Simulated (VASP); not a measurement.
A run of VASP 6.6.1:

The input INCAR:

```
PREC     = Accurate       # precision mode
ENCUT    = 520            # plane-wave cutoff, eV
EDIFF    = 1E-6           # SCF threshold, eV
ISMEAR   = 0              # smearing method
SIGMA    = 0.01           # smearing width, eV
LREAL    = False          # projectors in reciprocal space
LASPH    = True           # aspherical terms in the spheres
NELM     = 100            # most SCF steps
ALGO     = Normal         # electronic algorithm
ISIF     = 2              # what is computed and relaxed
LWAVE    = False          # write WAVECAR
LCHARG   = True           # write CHGCAR
GGA      = PE             # functional
LELF     = True           # ELF
LVHAR    = True         
NBANDS   = 22             # bands
```

The input KPOINTS:

```
Automatic mesh
0
Gamma
  6 6 4
```

File POSCAR:

```
NaI
1.0
    5.3562145132      0.0000000000      0.0000000000
   -2.6781072566      4.6386178366      0.0000000000
    0.0000000000      0.0000000000      6.3958394612
Na I
2 2
Direct
    0.3333333333      0.6666666667      0.2500000000
    0.6666666667      0.3333333333      0.7500000000
    0.6666666667      0.3333333333      0.2500000000
    0.3333333333      0.6666666667      0.7500000000
```

Potentials or basis: VASP PAW PBE potentials, release 64 (Na_pv, I).

Launch:

```sh
$ cat potpaw_PBE.64/Na_pv/POTCAR potpaw_PBE.64/I/POTCAR > POTCAR
$ mpirun -np 1 vasp_std > vasp.out
```

Hardware: 1 thread of Intel Xeon 8259CL, on a shared host.

Problem. Estimate the wall time of this run.

Solution. It took 87 s on 1 thread of Intel Xeon 8259CL (shared host), peak memory 0.28 GiB. Counts: scf iterations 14, k points 21.
